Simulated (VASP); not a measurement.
# W (Im-3m) in VASP: a series of runs, part 2 of 2

VASP 6.6.1. The steps go on from the part before.

**3. Single point, r2SCAN**

Contents of POSCAR:

```
W
1.0
   -1.5848038465      1.5848038465      1.5848038465
    1.5848038465     -1.5848038465      1.5848038465
    1.5848038465      1.5848038465     -1.5848038465
W
1
Direct
    0.0000000000      0.0000000000      0.0000000000
```

Contents of INCAR.step1:

```
SYSTEM = W
PREC = Accurate
ENCUT = 520
ISMEAR = -1
SIGMA = 0.1
LREAL = .False.
LASPH = .True.
NELM = 60
NBANDS = 13
GGA = PE
ALGO = Normal
EDIFF = 1E-4
LWAVE = .True.
LCHARG = .False.
```

Contents of INCAR.step2:

```
SYSTEM = W
PREC = Accurate
ENCUT = 520
EDIFF = 1E-7
ISMEAR = -1
SIGMA = 0.1
LREAL = .False.
LASPH = .True.
NELM = 60
ALGO = Normal
ISIF = 2
LWAVE = .False.
LCHARG = .False.
METAGGA = R2SCAN
LMIXTAU = .True.
NBANDS = 13
ISTART = 1
```

Contents of KPOINTS:

```
Automatic mesh
0
Gamma
  4 4 4
  0 0 0
```

Potentials or basis: VASP PAW PBE potentials, release 64 (W_sv).

Started as:

```bash
$ cat potpaw_PBE.64/W_sv/POTCAR > POTCAR
$ cp INCAR.step1 INCAR
$ mpirun -np 1 vasp_std > vasp.out
$ cp INCAR.step2 INCAR
$ mpirun -np 1 vasp_std > vasp.out
```

OUTCAR:

```text
SYSTEM = W
   PREC = Accurate
   ENCUT = 520
   EDIFF = 1E-7
   ISMEAR = -1
   LREAL = .False.
   LASPH = .True.
   NELM = 60
   ISIF = 2
   METAGGA = R2SCAN
   ISTART = 1

 ion  position               nearest neighbor table
   1  0.000  0.000  0.000-

  LATTYP: Found a body centered cubic cell.
 ALAT       =     3.1696076930

  Lattice vectors:
[... 286 lines left out ...]
      7      16.6140      0.00000
      8      16.6140      0.00000
      9      16.6140      0.00000
     10      19.7508      0.00000
     11      19.7508      0.00000
     12      19.7508      0.00000
     13      28.5769      0.00000

------------------------ aborting loop because EDIFF is reached ----------------------------------------

  FORCE on cell =-STRESS in cart. coord.  units (eV):
  Direction    XX          YY          ZZ          XY          YZ          ZX
  --------------------------------------------------------------------------------------
  -------------------------------------------------------------------------------------
  Total       -0.0467850     -0.0467850     -0.0467850     -0.0000000     -0.0000000      0.0000000
  in kB       -4.7079345     -4.7079345     -4.7079345     -0.0000000     -0.0000000      0.0000000
  external PRESSURE =      -4.7079345 kB  Pullay stress =       0.0000000 kB

 VOLUME and BASIS-vectors are now :
 -----------------------------------------------------------------------------
  energy-cutoff  :      520.00
  volume of cell :       15.92
      direct lattice vectors                 reciprocal lattice vectors
    -1.584803847  1.584803847  1.584803847     0.000000000  0.315496458  0.315496458
     1.584803847 -1.584803847  1.584803847     0.315496458  0.000000000  0.315496458
     1.584803847  1.584803847 -1.584803847     0.315496458  0.315496458  0.000000000

 POSITION                                       TOTAL-FORCE (eV/Angst)
 -----------------------------------------------------------------------------------
      0.00000      0.00000      0.00000        -0.000000      0.000000     -0.000000
 -----------------------------------------------------------------------------------
    total drift:                                0.000000     -0.000000      0.000000

  FREE ENERGIE OF THE ION-ELECTRON SYSTEM (eV)
  ---------------------------------------------------
  free  energy   TOTEN  =       -51.1926602876 eV

  energy  without entropy=      -51.1831583257  energy(sigma->0) =      -51.18790931
```

OUTCAR.step1:

```text
SYSTEM = W
   PREC = Accurate
   ENCUT = 520
   ISMEAR = -1
   LREAL = .False.
   LASPH = .True.
[... 323 lines left out ...]

 POSITION                                       TOTAL-FORCE (eV/Angst)
 -----------------------------------------------------------------------------------
      0.00000      0.00000      0.00000         0.000000      0.000000      0.000000
 -----------------------------------------------------------------------------------
    total drift:                                0.000000     -0.000000      0.000000

  FREE ENERGIE OF THE ION-ELECTRON SYSTEM (eV)
  ---------------------------------------------------
  free  energy   TOTEN  =       -12.7991557892 eV

  energy  without entropy=      -12.7847358970  energy(sigma->0) =      -12.79194584
```

It took 12 s on 1 thread of Intel Xeon Platinum 8488C (Sapphire Rapids), shared host; peak memory 0.13 GiB.

Results:

* Free energy: -51.1927 eV
* Pressure: -0.5 GPa
* Band gap on the k mesh: zero (band 7 reaches 16.61 eV, above the bottom of band 8 at 10.01 eV)

Caveat: the k points lie up to 0.70 Å⁻¹ apart; the PAW data sets were made with another functional, which shifts forces and pressure a little; spin-orbit coupling is left out, which moves the levels of the heavy elements.

**4. Single point, r2SCAN**

POSCAR is that of step 3.

Contents of INCAR.step1:

```
SYSTEM = W
PREC = Accurate ; ENCUT = 520
ISMEAR = -1 ; SIGMA = 0.1
LREAL = .FALSE. ; LASPH = .TRUE.
NELM = 60 ; NBANDS = 13
GGA = PE ; ALGO = Normal
EDIFF = 1E-4 ; LWAVE = .TRUE.
LCHARG = .FALSE.
```

Contents of INCAR.step2:

```
SYSTEM = W
PREC = Accurate ; ENCUT = 520
EDIFF = 1E-6 ; ISMEAR = -1
SIGMA = 0.1 ; LREAL = .FALSE.
LASPH = .TRUE. ; NELM = 60
ALGO = Normal ; ISIF = 2
LWAVE = .FALSE. ; LCHARG = .FALSE.
METAGGA = R2SCAN ; LMIXTAU = .TRUE.
NBANDS = 13 ; ISTART = 1
```

Contents of KPOINTS:

```
Automatic mesh
0
G
  5 5 5
  0 0 0
```

Potentials or basis: VASP PAW PBE potentials, release 64 (W_sv).

Started as:

```bash
$ cat potpaw_PBE.64/W_sv/POTCAR > POTCAR
$ cp INCAR.step1 INCAR
$ mpirun -np 1 vasp_std > vasp.out
$ cp INCAR.step2 INCAR
$ mpirun -np 1 vasp_std > vasp.out
```

OUTCAR:

```text
SYSTEM = W
   PREC = Accurate
   ENCUT = 520
   EDIFF = 1E-6
   ISMEAR = -1
   LREAL = .FALSE.
   LASPH = .TRUE.
   NELM = 60
   ISIF = 2
   METAGGA = R2SCAN
   ISTART = 1

 ion  position               nearest neighbor table
   1  0.000  0.000  0.000-

  LATTYP: Found a body centered cubic cell.
 ALAT       =     3.1696076930

  Lattice vectors:
[... 320 lines left out ...]
      7      13.9219      0.00000
      8      13.9219      0.00000
      9      15.6039      0.00000
     10      17.3369      0.00000
     11      23.4258      0.00000
     12      23.4258      0.00000
     13      30.1304      0.00000

------------------------ aborting loop because EDIFF is reached ----------------------------------------

  FORCE on cell =-STRESS in cart. coord.  units (eV):
  Direction    XX          YY          ZZ          XY          YZ          ZX
  --------------------------------------------------------------------------------------
  -------------------------------------------------------------------------------------
  Total        0.0391730      0.0391730      0.0391730      0.0000000      0.0000000      0.0000000
  in kB        3.9419525      3.9419525      3.9419525      0.0000000      0.0000000      0.0000000
  external PRESSURE =       3.9419525 kB  Pullay stress =       0.0000000 kB

 VOLUME and BASIS-vectors are now :
 -----------------------------------------------------------------------------
  energy-cutoff  :      520.00
  volume of cell :       15.92
      direct lattice vectors                 reciprocal lattice vectors
    -1.584803847  1.584803847  1.584803847     0.000000000  0.315496458  0.315496458
     1.584803847 -1.584803847  1.584803847     0.315496458  0.000000000  0.315496458
     1.584803847  1.584803847 -1.584803847     0.315496458  0.315496458  0.000000000

 POSITION                                       TOTAL-FORCE (eV/Angst)
 -----------------------------------------------------------------------------------
      0.00000      0.00000      0.00000         0.000000     -0.000000      0.000000
 -----------------------------------------------------------------------------------
    total drift:                                0.000000     -0.000000      0.000000

  FREE ENERGIE OF THE ION-ELECTRON SYSTEM (eV)
  ---------------------------------------------------
  free  energy   TOTEN  =       -51.4107983500 eV

  energy  without entropy=      -51.4048549115  energy(sigma->0) =      -51.40782663
```

OUTCAR.step1:

```text
SYSTEM = W
   PREC = Accurate
   ENCUT = 520
   ISMEAR = -1
   LREAL = .FALSE.
   LASPH = .TRUE.
[... 357 lines left out ...]

 POSITION                                       TOTAL-FORCE (eV/Angst)
 -----------------------------------------------------------------------------------
      0.00000      0.00000      0.00000        -0.000000      0.000000      0.000000
 -----------------------------------------------------------------------------------
    total drift:                                0.000000     -0.000000     -0.000000

  FREE ENERGIE OF THE ION-ELECTRON SYSTEM (eV)
  ---------------------------------------------------
  free  energy   TOTEN  =       -13.0047338703 eV

  energy  without entropy=      -12.9976743162  energy(sigma->0) =      -13.00120409
```

OSZICAR.step1:

```text
N       E                     dE             d eps       ncg     rms          rms(c)
DAV:   1     0.819395961467E+02    0.81940E+02   -0.77069E+03   260   0.122E+03
DAV:   2    -0.119935780231E+02   -0.93933E+02   -0.90552E+02   285   0.310E+02
DAV:   3    -0.136287641290E+02   -0.16352E+01   -0.16303E+01   295   0.402E+01
DAV:   4    -0.136347092444E+02   -0.59451E-02   -0.59451E-02   280   0.269E+00
DAV:   5    -0.136347570746E+02   -0.47830E-04   -0.47831E-04   290   0.229E-01    0.208E+01
DAV:   6    -0.131413504059E+02    0.49341E+00   -0.41560E-01   280   0.862E+00    0.829E+00
DAV:   7    -0.130091863527E+02    0.13216E+00   -0.22123E-01   280   0.599E+00    0.681E-01
DAV:   8    -0.130047165248E+02    0.44698E-02   -0.40304E-03   260   0.811E-01    0.944E-02
DAV:   9    -0.130047338703E+02   -0.17345E-04   -0.53182E-05   185   0.911E-02
   1 F= -.13004734E+02 E0= -.13001204E+02  d E =-.705955E-02
```

It took 12 s on 1 thread of Intel Xeon Platinum 8488C (Sapphire Rapids), shared host; peak memory 0.12 GiB.

What came out:

* Free energy: -51.4108 eV
* Pressure: 0.4 GPa
* Band gap on the k mesh: zero (band 7 reaches 13.92 eV, above the bottom of band 8 at 9.94 eV)

Caveat: the k points lie up to 0.56 Å⁻¹ apart; the PAW data sets were made with another functional, which shifts forces and pressure a little; spin-orbit coupling is left out, which moves the levels of the heavy elements.

**5. Overview**

```csv
k mesh,gap on the mesh (eV),pressure (GPa)
2 × 2 × 2,none,13.6
4 × 4 × 4,none,-0.5
5 × 5 × 5,none,0.4
```

Alike in all rows: task single point; level r2SCAN; potentials or basis VASP PAW PBE potentials, release 64 (W_sv); no spin polarisation; cell as given; cutoff (eV) 520; smearing fermi-dirac 0.1 eV.

Caveats: all runs use coarse meshes; the PAW data sets were made with another functional, which shifts forces and pressure a little; spin-orbit coupling is left out, which moves the levels of the heavy elements.

Total energies depend on the potentials used, so only differences within one code and one set of settings carry meaning.
